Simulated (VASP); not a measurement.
# NaH (Pm-3m) in VASP: a series of runs

The runs below take NaH through single point, with PBE, LDA, r2SCAN, HSE06.

All numbers are computed with VASP 6.6.1; they aren't measurements. Logs are shortened: lines on timing, memory, paths and dates and some standing lists are left out, and cuts for length are marked.

## Step 1: The cell of the first run

It takes space group Pm-3m (No. 221, cubic). The conventional cell has a = 2.932 Å, b = 2.932 Å, c = 2.932 Å, α = 90.00°, β = 90.00°, γ = 90.00°. Na (site symmetry m-3m) has 8 H at 2.54 Å and 6 Na at 2.93 Å within 3.4 Å. H (site symmetry m-3m) has 8 Na at 2.54 Å and 6 H at 2.93 Å within 3.4 Å.

## Step 2: Single point, PBE

INCAR reads:

```
SYSTEM = NaH
ALGO     = Normal         ! electronic algorithm
EDIFF    = 1E-6           ! SCF threshold, eV
ENCUT    = 520            ! plane-wave cutoff, eV
GGA      = PE             ! functional
ISIF     = 2              ! what is computed and relaxed
ISMEAR   = 0              ! smearing method
LASPH    = .TRUE.         ! aspherical terms in the spheres
LCHARG   = .TRUE.         ! write CHGCAR
LELF     = .TRUE.         ! ELF
LREAL    = .FALSE.        ! projectors in reciprocal space
LVHAR    = .TRUE.       
LWAVE    = .FALSE.        ! write WAVECAR
NBANDS   = 11             ! bands
NELM     = 60             ! most SCF steps
PREC     = Accurate       ! precision mode
SIGMA    = 0.01           ! smearing width, eV
```

KPOINTS reads:

```
k-points
0
G
  4 4 4
  0 0 0
```

POSCAR reads:

```
NaH
1.0
    2.9323911888      0.0000000000      0.0000000000
    0.0000000000      2.9323911888      0.0000000000
    0.0000000000      0.0000000000      2.9323911888
Na H
1 1
Direct
    0.0000000000      0.0000000000      0.0000000000
    0.5000000000      0.5000000000      0.5000000000
```

Potentials or basis: VASP PAW PBE potentials, release 64 (Na_pv, H).

Started as:

```console
$ cat potpaw_PBE.64/Na_pv/POTCAR potpaw_PBE.64/H/POTCAR > POTCAR
$ mpirun -np 1 vasp_std > vasp.out
```

OUTCAR:

```text
SYSTEM = NaH
   EDIFF = 1E-6
   ENCUT = 520
   GGA = PE
   ISIF = 2
   ISMEAR = 0
   LASPH = .TRUE.
   LREAL = .FALSE.
   NELM = 60
   PREC = Accurate

 ion  position               nearest neighbor table
   1  0.000  0.000  0.000-
   2  0.500  0.500  0.500-

  LATTYP: Found a simple cubic cell.
 ALAT       =     2.9323911888

  Lattice vectors:

 A1 = (   2.9323911888,   0.0000000000,   0.0000000000)
 A2 = (   0.0000000000,   2.9323911888,   0.0000000000)
 A3 = (   0.0000000000,   0.0000000000,   2.9323911888)

Analysis of symmetry for initial positions (statically):
=====================================================================
 Subroutine PRICEL returns:
 Original cell was already a primitive cell.

 Routine SETGRP: Setting up the symmetry group for a
 simple cubic supercell.

 Subroutine GETGRP returns: Found 48 space group operations
 (whereof 48 operations were pure point group operations)
 out of a pool of 48 trial point group operations.

The static configuration has the point symmetry O_h .

Analysis of symmetry for dynamics (positions and initial velocities):
=====================================================================
 Subroutine PRICEL returns:
 Original cell was already a primitive cell.

 Routine SETGRP: Setting up the symmetry group for a
 simple cubic supercell.

 Subroutine GETGRP returns: Found 48 space group operations
 (whereof 48 operations were pure point group operations)
 out of a pool of 48 trial point group operations.

The dynamic configuration has the point symmetry O_h .

 Subroutine INISYM returns: Found 48 space group operations
 (whereof 48 operations are pure point group operations),
 and found     1 'primitive' translations

----------------------------------------------------------------------------------------

                                     Primitive cell

  volume of cell :      25.2154

  direct lattice vectors                    reciprocal lattice vectors
     2.932391189  0.000000000  0.000000000     0.341018621  0.000000000  0.000000000
     0.000000000  2.932391189  0.000000000     0.000000000  0.341018621  0.000000000
     0.000000000  0.000000000  2.932391189     0.000000000  0.000000000  0.341018621

  length of vectors
     2.932391189  2.932391189  2.932391189     0.341018621  0.341018621  0.341018621

  position of ions in fractional coordinates (direct lattice)
     0.000000000  0.000000000  0.000000000
     0.500000000  0.500000000  0.500000000

  ion indices of the primitive-cell ions
   primitive index   ion index
                 1           1
                 2           2

----------------------------------------------------------------------------------------

 KPOINTS: k-points

Automatic generation of k-mesh.
 Grid dimensions read from file:
 generate k-points for:    4    4    4

 Generating k-lattice:

  Cartesian coordinates                     Fractional coordinates (reciprocal lattice)
     0.085254655  0.000000000  0.000000000     0.250000000  0.000000000  0.000000000
     0.000000000  0.085254655  0.000000000     0.000000000  0.250000000  0.000000000
     0.000000000  0.000000000  0.085254655     0.000000000  0.000000000  0.250000000

  Length of vectors
     0.085254655  0.085254655  0.085254655

  Shift w.r.t. Gamma in fractional coordinates (k-lattice)
     0.000000000  0.000000000  0.000000000

 Subroutine IBZKPT returns following result:
 ===========================================

 Found     10 irreducible k-points:

 Following reciprocal coordinates:
            Coordinates               Weight
  0.000000  0.000000  0.000000      1.000000
  0.250000  0.000000  0.000000      6.000000
  0.500000  0.000000  0.000000      3.000000
  0.250000  0.250000  0.000000     12.000000
  0.500000  0.250000  0.000000     12.000000
  0.500000  0.500000  0.000000      3.000000
  0.250000  0.250000  0.250000      8.000000
  0.500000  0.250000  0.250000     12.000000
  0.500000  0.500000  0.250000      6.000000
  0.500000  0.500000  0.500000      1.000000
   k-points           NKPTS =     10   k-points in BZ     NKDIM =     10   number of bands    NBANDS=     11
   number of dos      NEDOS =    301   number of ions     NIONS =      2
   total plane-waves  NPLWV =  13824
   dimension x,y,z NGX =    24 NGY =   24 NGZ =   24
   dimension x,y,z NGXF=    48 NGYF=   48 NGZF=   48
   ions per type =               1   1
   NGX,Y,Z   is equivalent  to a cutoff of  13.61, 13.61, 13.61 a.u.
   NGXF,Y,Z  is equivalent  to a cutoff of  27.21, 27.21, 27.21 a.u.
 SYSTEM =  NaH
   PREC   = accura    normal or accurate (medium, high low for compatibility)
   ISTART =      0    job   : 0-new  1-cont  2-samecut
   ICHARG =      2    charge: 1-file 2-atom 10-const
   ISPIN  =      1    spin polarized calculation?
   LNONCOLLINEAR =      F non collinear calculations
   LSORBIT =      F    spin-orbit coupling
   LASPH  =      T    aspherical Exc in radial PAW
[... 74 lines left out ...]
      1     -23.2590      2.00000
      2     -23.1553      2.00000
      3     -23.1553      2.00000
      4      -3.6254      2.00000
      5       5.9370      0.00000
      6      11.7786      0.00000
      7      13.5302      0.00000
      8      14.8193      0.00000
      9      14.8193      0.00000
     10      21.4270      0.00000
     11      22.5920      0.00000

 k-point     3 :       0.5000    0.0000    0.0000
  band No.  band energies     occupation
      1     -23.3529      2.00000
      2     -23.1469      2.00000
      3     -23.1469      2.00000
      4      -2.0143      2.00000
      5       2.4651      0.00000
      6      12.5377      0.00000
      7      15.7778      0.00000
      8      16.1171      0.00000
      9      16.1171      0.00000
     10      18.1739      0.00000
     11      19.5610      0.00000

 k-point     4 :       0.2500    0.2500    0.0000
  band No.  band energies     occupation
      1     -23.2514      2.00000
      2     -23.2418      2.00000
      3     -23.1472      2.00000
      4      -2.7473      2.00000
      5       6.3233      0.00000
      6       7.5671      0.00000
      7      13.1082      0.00000
      8      15.6335      0.00000
      9      16.8862      0.00000
     10      20.7061      0.00000
     11      22.4077      0.00000

 k-point     5 :       0.5000    0.2500    0.0000
  band No.  band energies     occupation
      1     -23.3366      2.00000
      2     -23.2342      2.00000
      3     -23.1392      2.00000
      4      -1.3296      2.00000
      5       3.5656      0.00000
      6       8.6260      0.00000
      7      12.0917      0.00000
      8      15.5886      0.00000
      9      17.2008      0.00000
     10      19.8495      0.00000
     11      20.5340      0.00000

 k-point     6 :       0.5000    0.5000    0.0000
  band No.  band energies     occupation
      1     -23.3202      2.00000
      2     -23.3202      2.00000
      3     -23.1315      2.00000
      4      -0.3151      2.00000
      5       5.7498      0.00000
      6       5.7498      0.00000
      7       8.3577      0.00000
      8      16.3434      0.00000
      9      20.2435      0.00000
     10      20.2435      0.00000
     11      20.6740      0.00000

 k-point     7 :       0.2500    0.2500    0.2500
  band No.  band energies     occupation
      1     -23.2432      2.00000
      2     -23.2311      2.00000
      3     -23.2311      2.00000
      4      -1.9213      2.00000
      5       6.8227      0.00000
      6       8.4605      0.00000
      7       8.4605      0.00000
      8      16.2488      0.00000
      9      16.2488      0.00000
     10      17.5978      0.00000
     11      23.3970      0.00000

 k-point     8 :       0.5000    0.2500    0.2500
  band No.  band energies     occupation
      1     -23.3218      2.00000
      2     -23.2270      2.00000
      3     -23.2203      2.00000
      4      -0.6242      2.00000
      5       4.5920      0.00000
      6       8.8624      0.00000
      7      10.5313      0.00000
      8      12.2169      0.00000
      9      14.3112      0.00000
     10      17.8314      0.00000
     11      23.1051      0.00000

 k-point     9 :       0.5000    0.5000    0.2500
  band No.  band energies     occupation
      1     -23.3071      2.00000
      2     -23.3071      2.00000
      3     -23.2132      2.00000
      4       0.4161      2.00000
      5       6.5878      0.00000
      6       6.5878      0.00000
      7       9.3396      0.00000
      8      11.3890      0.00000
      9      14.4715      0.00000
     10      14.4715      0.00000
     11      20.5430      0.00000

 k-point    10 :       0.5000    0.5000    0.5000
  band No.  band energies     occupation
      1     -23.2938      2.00000
      2     -23.2938      2.00000
      3     -23.2938      2.00000
      4       1.4669      2.00000
      5       8.3678      0.00000
      6       8.3678      0.00000
      7       8.3678      0.00000
      8      10.7006      0.00000
      9      10.7006      0.00000
     10      10.7006      0.00000
     11      17.7764      0.00000

------------------------ aborting loop because EDIFF is reached ----------------------------------------

  FORCE on cell =-STRESS in cart. coord.  units (eV):
  Direction    XX          YY          ZZ          XY          YZ          ZX
  --------------------------------------------------------------------------------------
  -------------------------------------------------------------------------------------
  Total        0.1434730      0.1434730      0.1434730     -0.0000000      0.0000000      0.0000000
  in kB        9.1162283      9.1162283      9.1162283     -0.0000000      0.0000000      0.0000000
  external PRESSURE =       9.1162283 kB  Pullay stress =       0.0000000 kB

 VOLUME and BASIS-vectors are now :
 -----------------------------------------------------------------------------
  energy-cutoff  :      520.00
  volume of cell :       25.22
      direct lattice vectors                 reciprocal lattice vectors
     2.932391189  0.000000000  0.000000000     0.341018621  0.000000000  0.000000000
     0.000000000  2.932391189  0.000000000     0.000000000  0.341018621  0.000000000
     0.000000000  0.000000000  2.932391189     0.000000000  0.000000000  0.341018621

 POSITION                                       TOTAL-FORCE (eV/Angst)
 -----------------------------------------------------------------------------------
      0.00000      0.00000      0.00000         0.000000      0.000000      0.000000
      1.46620      1.46620      1.46620         0.000000      0.000000      0.000000
 -----------------------------------------------------------------------------------
    total drift:                                0.000000      0.000000      0.000000

  FREE ENERGIE OF THE ION-ELECTRON SYSTEM (eV)
  ---------------------------------------------------
  free  energy   TOTEN  =        -4.7419284944 eV

  energy  without entropy=       -4.7419284944  energy(sigma->0) =       -4.74192849
```

Run time: 4.2 s. Hardware: 1 thread of Intel Xeon 8259CL, shared host; peak memory 0.13 GiB.

What came out:

| Property | Result |
| --- | --- |
| Free energy | -4.7419 eV |
| Pressure | 0.9 GPa |
| Band gap on the k mesh | 1.00 eV (least direct gap 4.48 eV) |

Levels at points of the mesh, in eV from the valence-band top:
```csv
k point,band 1,band 2,band 3,band 4,band 5,band 6,band 7,band 8
"(0.00, 0.00, 0.00)",-24.63,-24.63,-24.63,-6.05,8.84,11.03,11.03,12.63
"(0.50, 0.00, 0.00)",-24.82,-24.61,-24.61,-3.48,1.00,11.07,14.31,14.65
"(0.50, 0.50, 0.00)",-24.79,-24.79,-24.60,-1.78,4.28,4.28,6.89,14.88
"(0.50, 0.50, 0.50)",-24.76,-24.76,-24.76,0.00,6.90,6.90,6.90,9.23
```

Caveat: the k points lie up to 0.54 Å⁻¹ apart; the structure was generated, so it needn't be the stable form of NaH. A k mesh can miss the band edges.

## Step 3: Single point, LDA

INCAR reads:

```
SYSTEM = NaH
PREC = Accurate
ENCUT = 520
EDIFF = 1E-6
ISMEAR = 0
SIGMA = 0.01
LREAL = .FALSE.
LASPH = .TRUE.
NELM = 80
ALGO = Normal
ISIF = 2
LWAVE = .FALSE.
LCHARG = .FALSE.
GGA = CA
NBANDS = 11
```

KPOINTS reads:

```
regular mesh
0
G
  4 4 4
  0 0 0
```

POSCAR is that of step 2.

Potentials or basis: VASP PAW LDA potentials, release 64 (Na_pv, H).

Started as:

```console
$ cat potpaw_LDA.64/Na_pv/POTCAR potpaw_LDA.64/H/POTCAR > POTCAR
$ mpirun -np 1 vasp_std > vasp.out
```

It took 3 s on 1 thread of Intel Xeon 8259CL, shared host; peak memory 0.12 GiB.

Results (log left out):

| Quantity | Value |
| --- | --- |
| Free energy | -5.0649 eV |
| Pressure | -1.4 GPa |
| Band gap on the k mesh | 0.53 eV (least direct gap 4.18 eV) |

Levels at points of the mesh, in eV from the valence-band top:
```tsv
k point	band 1	band 2	band 3	band 4	band 5	band 6	band 7	band 8
(0.00, 0.00, 0.00)	-24.78	-24.78	-24.78	-6.32	8.66	10.50	10.50	12.19
(0.50, 0.00, 0.00)	-24.98	-24.77	-24.77	-3.65	0.53	10.78	13.70	14.24
(0.50, 0.50, 0.00)	-24.95	-24.95	-24.75	-1.88	3.83	3.83	6.35	14.59
(0.50, 0.50, 0.50)	-24.92	-24.92	-24.92	0.00	6.50	6.50	6.50	8.66
```

Caveat: the k points lie up to 0.54 Å⁻¹ apart; the structure was generated, so it needn't be the stable form of NaH. A k mesh can miss the band edges.

## Step 4: Single point, PBE

INCAR reads:

```
ALGO = Normal
EDIFF = 1E-7
ENCUT = 520
GGA = PE
ISIF = 2
ISMEAR = 0
LASPH = True
LCHARG = False
LREAL = False
LWAVE = False
NBANDS = 11
NELM = 100
PREC = Accurate
SIGMA = 0.01
```

KPOINTS reads:

```
k-points
0
Gamma
  4 4 4
```

POSCAR is that of step 3.

Potentials or basis: VASP PAW PBE potentials, release 64 (Na_pv, H).

Started as:

```console
$ cat potpaw_PBE.64/Na_pv/POTCAR potpaw_PBE.64/H/POTCAR > POTCAR
$ mpirun -np 1 vasp_std > vasp.out
```

It took 4.5 s on 1 thread of Intel Xeon 8259CL, shared host; peak memory 0.13 GiB.

The run converged. Its results:

* Free energy: -4.7419 eV
* Pressure: 0.9 GPa
* Band gap on the k mesh: 1.00 eV (least direct gap 4.48 eV)

Levels at points of the mesh, in eV from the valence-band top:
```csv
k point,band 2,band 3,band 4,band 5,band 6,band 7
"(0.00, 0.00, 0.00)",-24.63,-24.63,-6.05,8.84,11.03,11.03
"(0.50, 0.00, 0.00)",-24.61,-24.61,-3.48,1.00,11.07,14.31
"(0.50, 0.50, 0.00)",-24.79,-24.60,-1.78,4.28,4.28,6.89
"(0.50, 0.50, 0.50)",-24.76,-24.76,0.00,6.90,6.90,6.90
```

Caveat: the k points lie up to 0.54 Å⁻¹ apart; the structure was generated, so it needn't be the stable form of NaH.

## Step 5: Single point, r2SCAN

POSCAR is that of step 4.

INCAR.step1 reads:

```
SYSTEM = NaH
  PREC = Accurate
  ENCUT = 520
  ISMEAR = 0
  SIGMA = 0.01
  LREAL = .False.
  LASPH = .True.
  NELM = 60
  NBANDS = 11
  GGA = PE
  ALGO = Normal
  EDIFF = 1E-4
  LWAVE = .True.
  LCHARG = .False.
```

INCAR.step2 reads:

```
SYSTEM = NaH
  PREC = Accurate
  ENCUT = 520
  EDIFF = 1E-7
  ISMEAR = 0
  SIGMA = 0.01
  LREAL = .False.
  LASPH = .True.
  NELM = 60
  ALGO = Normal
  ISIF = 2
  LWAVE = .False.
  LCHARG = .False.
  METAGGA = R2SCAN
  LMIXTAU = .True.
  NBANDS = 11
  ISTART = 1
```

KPOINTS reads:

```
Automatic mesh
0
Gamma
  4 4 4
  0 0 0
```

Started as:

```console
$ cat potpaw_PBE.64/Na_pv/POTCAR potpaw_PBE.64/H/POTCAR > POTCAR
$ cp INCAR.step1 INCAR
$ mpirun -np 1 vasp_std > vasp.out
$ cp INCAR.step2 INCAR
$ mpirun -np 1 vasp_std > vasp.out
```

It took 26 s on 1 thread of Intel Xeon 8259CL, shared host; peak memory 0.13 GiB.

The run converged. Its results:

```yaml
Free_energy: -7.2710 eV
Pressure: -0.1 GPa
Band_gap_on_the_k_mesh: 1.58 eV (least direct gap 5.15 eV)
```

Levels at points of the mesh, in eV from the valence-band top:
```tsv
k point	band 2	band 3	band 4	band 5	band 6	band 7
(0.00, 0.00, 0.00)	-25.54	-25.54	-6.08	9.88	11.65	11.65
(0.50, 0.00, 0.00)	-25.52	-25.52	-3.57	1.58	12.13	14.88
(0.50, 0.50, 0.00)	-25.68	-25.51	-1.87	4.83	4.83	7.83
(0.50, 0.50, 0.50)	-25.66	-25.66	0.00	7.29	7.29	7.29
```

Caveat: the k points lie up to 0.54 Å⁻¹ apart; the structure was generated, so it needn't be the stable form of NaH; the PAW data sets were made with another functional, which shifts forces and pressure a little. A k mesh can miss the band edges.

## Step 6: Single point, HSE06

POSCAR is that of step 5.

INCAR.step1 reads:

```
SYSTEM = NaH
PREC = Accurate
ENCUT = 520
EDIFF = 1E-5
ISMEAR = 0
SIGMA = 0.01
LREAL = .FALSE.
LASPH = .TRUE.
NELM = 100
ALGO = Normal
ISIF = 2
LWAVE = .TRUE.
LCHARG = .FALSE.
NBANDS = 11
GGA = PE
```

INCAR.step2 reads:

```
SYSTEM = NaH
PREC = Accurate
ENCUT = 520
EDIFF = 1E-7
ISMEAR = 0
SIGMA = 0.01
LREAL = .FALSE.
LASPH = .TRUE.
NELM = 100
ALGO = Normal
ISIF = 2
LWAVE = .FALSE.
LCHARG = .FALSE.
GGA = PE
LHFCALC = .TRUE.
HFSCREEN = 0.2079
PRECFOCK = Normal
NBANDS = 11
ISTART = 1
```

KPOINTS reads:

```
regular mesh
0
G
  4 4 4
  0 0 0
```

Potentials or basis: VASP PAW PBE potentials, release 64 (Na_pv, H).

Started as:

```console
$ cat potpaw_PBE.64/Na_pv/POTCAR potpaw_PBE.64/H/POTCAR > POTCAR
$ cp INCAR.step1 INCAR
$ mpirun -np 1 vasp_std > vasp.out
$ cp INCAR.step2 INCAR
$ mpirun -np 1 vasp_std > vasp.out
```

Run time: 97 s. Hardware: 1 thread of Intel Xeon 8259CL, shared host; peak memory 0.23 GiB.

The run converged. Its results:

* Free energy: -5.4220 eV
* Pressure: 0.4 GPa
* Band gap on the k mesh: 1.89 eV (least direct gap 5.72 eV)

Levels at points of the mesh, in eV from the valence-band top:
| k point | band 1 | band 2 | band 3 | band 4 | band 5 | band 6 | band 7 | band 8 | band 9 |
| --- | --- | --- | --- | --- | --- | --- | --- | --- | --- |
| (0.00, 0.00, 0.00) | -27.11 | -27.11 | -27.11 | -6.59 | 10.27 | 12.22 | 12.22 | 13.92 | 13.92 |
| (0.50, 0.00, 0.00) | -27.29 | -27.09 | -27.09 | -3.83 | 1.89 | 12.50 | 15.57 | 15.99 | 15.99 |
| (0.50, 0.50, 0.00) | -27.26 | -27.26 | -27.08 | -1.96 | 5.25 | 5.25 | 8.07 | 16.35 | 20.18 |
| (0.50, 0.50, 0.50) | -27.23 | -27.23 | -27.23 | 0.00 | 7.95 | 7.95 | 7.95 | 10.42 | 10.42 |

Caveat: the k points lie up to 0.54 Å⁻¹ apart; the structure was generated, so it needn't be the stable form of NaH; the PAW data sets were made with another functional, which shifts forces and pressure a little.

## Step 7: Summary

```tsv
level	potentials or basis	grid for exact exchange (PRECFOCK)	share of exact exchange	screening parameter	gap on the mesh (eV)	pressure (GPa)
PBE	VASP PAW PBE potentials, release 64 (Na_pv, H)	-	-	-	1.00	0.9
LDA	VASP PAW LDA potentials, release 64 (Na_pv, H)	-	-	-	0.53	-1.4
r2SCAN	VASP PAW PBE potentials, release 64 (Na_pv, H)	-	-	-	1.58	-0.1
HSE06	VASP PAW PBE potentials, release 64 (Na_pv, H)	Normal	0.25	0.2079 1/Å	1.89	0.4
```

Alike in all rows: task single point; no spin polarisation; cell as given; k mesh 4 × 4 × 4; cutoff (eV) 520; smearing gaussian 0.01 eV.

Caveats: all runs use coarse meshes; the structure was generated, so it needn't be the stable form of NaH; the PAW data sets were made with another functional, which shifts forces and pressure a little (at least some runs).

Total energies depend on the potentials used, so only differences within one code and one set of settings carry meaning.
